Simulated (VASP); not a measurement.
# Mo (I4/mmm) in VASP: further runs

Runs on Mo. Level: PBE. Tasks: single point.

Program: VASP 6.6.1. These are calculated values, not measurements. Logs are shortened: lines on timing, memory, paths and dates and some standing lists are left out, and cuts for length are marked.

## (1) The cell of the first run

Symmetry: I4/mmm, No. 139, tetragonal system. Conventional cell: a = 3.393 Å, b = 3.393 Å, c = 3.016 Å, α = 90.00°, β = 90.00°, γ = 90.00°. Within 3.7 Å of Mo (site symmetry 4/mmm) lie 14 Mo at 2.83 to 3.39 Å.

## (2) Single point, PBE (strain +0.080 along x and y, -0.040 along z)

The input, INCAR:

```
  ALGO = Fast
  EDIFF = 1E-7
  ENCUT = 520
  GGA = PE
  ISIF = 2
  ISMEAR = 0
  LASPH = T
  LCHARG = F
  LREAL = F
  LWAVE = F
  NBANDS = 13
  NELM = 60
  PREC = Accurate
  SIGMA = 0.15
```

The input, KPOINTS:

```
k-points
0
Gamma
  22 22 22
```

The input, POSCAR:

```
Mo
1.0
   -1.6966800000      1.6966800000      1.5081600000
    1.6966800000     -1.6966800000      1.5081600000
    1.6966800000      1.6966800000     -1.5081600000
Mo
1
Direct
    0.0000000000      0.0000000000      0.0000000000
```

Potentials or basis: VASP PAW PBE potentials, release 64 (Mo_sv).

Started as:

```console
$ cat potpaw_PBE.64/Mo_sv/POTCAR > POTCAR
$ mpirun -np 1 vasp_std > vasp.out
```

OUTCAR:

```text
EDIFF = 1E-7
   ENCUT = 520
   GGA = PE
   ISIF = 2
   ISMEAR = 0
   LASPH = T
   LREAL = F
   NELM = 60
   PREC = Accurate

 ion  position               nearest neighbor table
   1  0.000  0.000  0.000-

  LATTYP: Found a body centered tetragonal cell.
 ALAT       =     3.3933600000
 C/A-ratio  =     0.8888888889

  Lattice vectors:

 A1 = (  -1.6966800000,   1.6966800000,   1.5081600000)
 A2 = (   1.6966800000,  -1.6966800000,   1.5081600000)
 A3 = (   1.6966800000,   1.6966800000,  -1.5081600000)

Analysis of symmetry for initial positions (statically):
=====================================================================
 Subroutine PRICEL returns:
 Original cell was already a primitive cell.

 Routine SETGRP: Setting up the symmetry group for a
 body centered tetragonal supercell.

 Subroutine GETGRP returns: Found 16 space group operations
 (whereof 16 operations were pure point group operations)
 out of a pool of 16 trial point group operations.

The static configuration has the point symmetry D_4h.

Analysis of symmetry for dynamics (positions and initial velocities):
=====================================================================
 Subroutine PRICEL returns:
 Original cell was already a primitive cell.

 Routine SETGRP: Setting up the symmetry group for a
 body centered tetragonal supercell.

 Subroutine GETGRP returns: Found 16 space group operations
 (whereof 16 operations were pure point group operations)
 out of a pool of 16 trial point group operations.

The dynamic configuration has the point symmetry D_4h.

 Subroutine INISYM returns: Found 16 space group operations
 (whereof 16 operations are pure point group operations),
 and found     1 'primitive' translations

----------------------------------------------------------------------------------------

                                     Primitive cell

  volume of cell :      17.3663

  direct lattice vectors                    reciprocal lattice vectors
    -1.696680000  1.696680000  1.508160000     0.000000000  0.294693165  0.331529811
     1.696680000 -1.696680000  1.508160000     0.294693165  0.000000000  0.331529811
     1.696680000  1.696680000 -1.508160000     0.294693165  0.294693165  0.000000000

  length of vectors
     2.834077033  2.834077033  2.834077033     0.443571953  0.443571953  0.416759071

  position of ions in fractional coordinates (direct lattice)
     0.000000000  0.000000000  0.000000000

  ion indices of the primitive-cell ions
   primitive index   ion index
                 1           1

----------------------------------------------------------------------------------------

 KPOINTS: k-points

Automatic generation of k-mesh.
 Grid dimensions read from file:
 generate k-points for:   22   22   22

 Generating k-lattice:

  Cartesian coordinates                     Fractional coordinates (reciprocal lattice)
     0.000000000  0.013395144  0.015069537     0.045454545  0.000000000  0.000000000
     0.013395144  0.000000000  0.015069537     0.000000000  0.045454545  0.000000000
     0.013395144  0.013395144  0.000000000     0.000000000  0.000000000  0.045454545

  Length of vectors
     0.020162361  0.020162361  0.018943594

  Shift w.r.t. Gamma in fractional coordinates (k-lattice)
     0.000000000  0.000000000  0.000000000

 Subroutine IBZKPT returns following result:
 ===========================================

 Found    834 irreducible k-points:

 Following reciprocal coordinates:
            Coordinates               Weight
  0.000000  0.000000  0.000000      1.000000
  0.045455  0.000000 -0.000000      8.000000
  0.090909  0.000000 -0.000000      8.000000
  0.136364  0.000000  0.000000      8.000000
  0.181818  0.000000  0.000000      8.000000
  0.227273  0.000000 -0.000000      8.000000
[... 16 lines left out ...]
  0.500000  0.045455 -0.000000     16.000000
 -0.454545  0.045455  0.000000     16.000000
 [... further k-points ...]
   k-points           NKPTS =    834   k-points in BZ     NKDIM =    834   number of bands    NBANDS=     13
   number of dos      NEDOS =    301   number of ions     NIONS =      1
   total plane-waves  NPLWV =  13824
   dimension x,y,z NGX =    24 NGY =   24 NGZ =   24
   dimension x,y,z NGXF=    48 NGYF=   48 NGZF=   48
   ions per type =               1
   NGX,Y,Z   is equivalent  to a cutoff of  14.08, 14.08, 14.08 a.u.
   NGXF,Y,Z  is equivalent  to a cutoff of  28.16, 28.16, 28.16 a.u.
 SYSTEM =  unknown system
   PREC   = accura    normal or accurate (medium, high low for compatibility)
   ISTART =      0    job   : 0-new  1-cont  2-samecut
   ICHARG =      2    charge: 1-file 2-atom 10-const
   ISPIN  =      1    spin polarized calculation?
   LNONCOLLINEAR =      F non collinear calculations
   LSORBIT =      F    spin-orbit coupling
   LASPH  =      T    aspherical Exc in radial PAW
   ENCUT  =  520.0 eV  38.22 Ry    6.18 a.u.   5.27  5.27  5.27*2*pi/ulx,y,z
   NELM   =     60;   NELMIN=  2; NELMDL= -5     # of ELM steps
   EDIFF  = 0.1E-06   stopping-criterion for ELM
   LREAL  =      F    real-space projection
   EDIFFG = 0.1E-05   stopping-criterion for IOM
   NSW    =      0    number of steps for IOM
   IBRION =     -1    ionic relax: 0-MD 1-quasi-New 2-CG
   NFREE  =      0    steps in history (QN), initial steepest desc. (CG)
   ISIF   =      2    stress and relaxation
   ISYM   =      2    0-nonsym 1-usesym 2-fastsym
   POTIM  = 0.5000    time-step for ionic-motion
   TEBEG  =    0.0;   TEEND  =   0.0 temperature during run
   PSTRESS=    0.0 pullay stress
   NELECT =      14.0000    total number of electrons
   NUPDOWN=      -1.0000    fix difference up-down
   EMIN   =  10.00;   EMAX   =-10.00  energy-range for DOS
   EFERMI =   0.00;   METHOD = LEGACY
   ISMEAR =     0;   SIGMA  =   0.15  broadening in eV -4-tet -1-fermi 0-gaus
   EFERMI_NEDOS =   21; number of points for ismear=-14 and -15
   IALGO  =     68    algorithm
   IMIX   =      4    mixing-type and parameters
     AMIX     =   0.40;   BMIX     =  1.00
     AMIX_MAG =   1.60;   BMIX_MAG =  1.00
  volume/ion in A,a.u.               =      17.37       117.19
  Fermi-wavevector in a.u.,A,eV,Ry     =   1.523638  2.879258 31.585547  2.321472
  Thomas-Fermi vector in A             =   2.632054
   LORBIT       =      0    0 simple, 1 ext, 2 COOP (PROOUT), +10 PAW based schemes
   GGA     = PE    functional components
   LHFCALC =     F    Hartree Fock is set to
   AEXX    =    0.0000 exact exchange contribution
   IVDW    =     0    specifies the selected vdW correction
   LEPSILON=     F    determine dielectric tensor
   LRPA    =     F    only Hartree local field effects (RPA)
 non-spin polarized calculation
 RMM-DIIS sequential band-by-band and
 Gauss-broadening in eV      SIGMA  =   0.15
  energy-cutoff  :      520.00
  volume of cell :       17.37
 maximum number of plane-waves:       485
 NGX is ok and might be reduce to    24
   NGX = 11   NGY = 11   NGZ = 11

 number of electron      14.0000000 magnetization

 Free energy of the ion-electron system (eV)
  ---------------------------------------------------
  ext. energy  EPLUGINS =         0.00000000
  ---------------------------------------------------
  free energy    TOTEN  =       -10.71818739 eV

  energy without entropy =      -10.70834246  energy(sigma->0) =      -10.71326492

 E-fermi :  10.9296     XC(G=0): -12.8007

 val. band max:       10.9283920571   @ k =  -0.0909   0.1364   0.0909
 cond. band min:      10.9315127848   @ k =  -0.1364   0.1364   0.0000
 fundamental gap:      0.0031207277
 Fermi energy:        10.9296217299

 k-point     1 :       0.0000    0.0000    0.0000
  band No.  band energies     occupation
      1     -50.2960      2.00000
      2     -23.7951      2.00000
      3     -23.7951      2.00000
      4     -23.7110      2.00000
      5       4.1158      2.00000
      6       9.0639      2.00000
      7      10.3389      2.00000
      8      10.3389      2.00000
      9      11.5399      0.00000
     10      13.0930      0.00000
     11      25.0209      0.00000
     12      25.0209      0.00000
     13      27.2778      0.00000

 k-point     2 :       0.0455    0.0000   -0.0000
  band No.  band energies     occupation
      1     -50.2924      2.00000
      2     -23.8059      2.00000
      3     -23.8021      2.00000
      4     -23.7233      2.00000
      5       4.2020      2.00000
      6       9.0877      2.00000
      7      10.3163      2.00000
      8      10.3352      2.00000
      9      11.5522      0.00000
     10      13.0352      0.00000
     11      25.1572      0.00000
     12      25.1716      0.00000
     13      27.2914      0.00000

 k-point     3 :       0.0909    0.0000   -0.0000
  band No.  band energies     occupation
      1     -50.2817      2.00000
      2     -23.8501      2.00000
      3     -23.8224      2.00000
      4     -23.7461      2.00000
      5       4.4541      2.00000
      6       9.1223      2.00000
      7      10.2352      2.00000
      8      10.3675      2.00000
      9      11.6042      0.00000
     10      12.8893      0.00000
     11      25.5236      0.00000
     12      25.6136      0.00000
     13      27.2861      0.00000
[... 305 lines left out ...]
 k-point    23 :       0.5000    0.0455   -0.0000
  band No.  band energies     occupation
      1     -50.1132      2.00000
      2     -24.7452      2.00000
      3     -24.1341      2.00000
      4     -23.8342      2.00000
      5       6.2966      2.00000
      6       7.7165      2.00000
      7      12.1330      0.00000
      8      12.4748      0.00000
      9      13.8681      0.00000
     10      15.1122      0.00000
     11      21.5410      0.00000
     12      22.7135      0.00000
     13      26.0860      0.00000

 k-point    24 :      -0.4545    0.0455    0.0000
  band No.  band energies     occupation
      1     -50.1211      2.00000
      2     -24.7052      2.00000
      3     -24.1211      2.00000
      4     -23.8295      2.00000
      5       6.3556      2.00000
      6       7.7872      2.00000
      7      11.8040      0.00000
      8      12.3743      0.00000
      9      13.6344      0.00000
     10      14.7735      0.00000
     11      22.0051      0.00000
     12      23.1841      0.00000
     13      26.5825      0.00000

 [... further k-points ...]

------------------------ aborting loop because EDIFF is reached ----------------------------------------

  FORCE on cell =-STRESS in cart. coord.  units (eV):
  Direction    XX          YY          ZZ          XY          YZ          ZX
  --------------------------------------------------------------------------------------
  -------------------------------------------------------------------------------------
  Total       -2.8903683     -2.8903683     -0.1414045      0.0000000      0.0000000      0.0000000
  in kB     -266.6591437   -266.6591437    -13.0456727      0.0000000      0.0000000      0.0000000
  external PRESSURE =    -182.1213200 kB  Pullay stress =       0.0000000 kB

 VOLUME and BASIS-vectors are now :
 -----------------------------------------------------------------------------
  energy-cutoff  :      520.00
  volume of cell :       17.37
      direct lattice vectors                 reciprocal lattice vectors
    -1.696680000  1.696680000  1.508160000     0.000000000  0.294693165  0.331529811
     1.696680000 -1.696680000  1.508160000     0.294693165  0.000000000  0.331529811
     1.696680000  1.696680000 -1.508160000     0.294693165  0.294693165  0.000000000

 POSITION                                       TOTAL-FORCE (eV/Angst)
 -----------------------------------------------------------------------------------
      0.00000      0.00000      0.00000         0.000000      0.000000      0.000000
 -----------------------------------------------------------------------------------
    total drift:                                0.000000      0.000000      0.000000

  FREE ENERGIE OF THE ION-ELECTRON SYSTEM (eV)
  ---------------------------------------------------
  free  energy   TOTEN  =       -10.7181873894 eV

  energy  without entropy=      -10.7083424591  energy(sigma->0) =      -10.71326492
```

It took 63 s on 1 thread of Intel Xeon 6975P-C (Granite Rapids), shared host; peak memory 0.28 GiB.

Results:

| Quantity | Value |
| --- | --- |
| Free energy | -10.7182 eV |
| Pressure | -18.2 GPa |
| Band gap on the k mesh | zero (bands 7 and 8 overlap by 4.51 eV) |

Caveat: the cell differs from its parent crystal (strain +0.080 along x and y, -0.040 along z); the cell stands under tension.

## (3) Single point, PBE (strain +0.080 along x and y, +0.000 along z)

The input, INCAR:

```
SYSTEM = Mo
PREC = Accurate
ENCUT = 520
EDIFF = 1E-6
ISMEAR = 0
SIGMA = 0.15
LREAL = .False.
LASPH = .True.
NELM = 60
ALGO = Fast
ISIF = 2
LWAVE = .False.
LCHARG = .True.
GGA = PE
LELF = .True.
LVHAR = .True.
NBANDS = 13
```

The input, KPOINTS:

```
regular mesh
0
Gamma
  22 22 22
  0 0 0
```

The input, POSCAR:

```
Mo
1.0
   -1.6966800000      1.6966800000      1.5710000000
    1.6966800000     -1.6966800000      1.5710000000
    1.6966800000      1.6966800000     -1.5710000000
Mo
1
Direct
    0.0000000000      0.0000000000      0.0000000000
```

Potentials or basis: VASP PAW PBE potentials, release 64 (Mo_sv).

Started as:

```console
$ cat potpaw_PBE.64/Mo_sv/POTCAR > POTCAR
$ mpirun -np 1 vasp_std > vasp.out
```

Wall time 51 s (1 thread of Intel Xeon 6975P-C (Granite Rapids), shared host); peak memory 0.29 GiB.

The run converged. Its results:

```yaml
Free_energy: -10.6828 eV
Pressure: -25.3 GPa
Band_gap_on_the_k_mesh: zero (bands 7 and 8 overlap by 4.14 eV)
```

Stress tensor (GPa, compression positive):
```
-30.80   0.00   0.00
  0.00 -30.80   0.00
  0.00   0.00 -14.33
```

Levels at points of the mesh, in eV from the Fermi level:
| k point | band 5 | band 6 | band 7 | band 8 | band 9 | band 10 |
| --- | --- | --- | --- | --- | --- | --- |
| (0.00, 0.00, 0.00) | -6.68 | -1.56 | -0.79 | -0.79 | 0.90 | 1.83 |
| (0.50, 0.00, 0.00) | -4.49 | -2.99 | 1.38 | 1.42 | 2.37 | 3.82 |
| (0.50, 0.50, 0.00) | -4.45 | -2.18 | 0.76 | 0.88 | 1.61 | 3.73 |
| (0.50, 0.50, 0.50) | -4.46 | -4.31 | 3.18 | 3.18 | 3.38 | 7.40 |

Caveat: the cell differs from its parent crystal (strain +0.080 along x and y, +0.000 along z); the cell stands under tension.
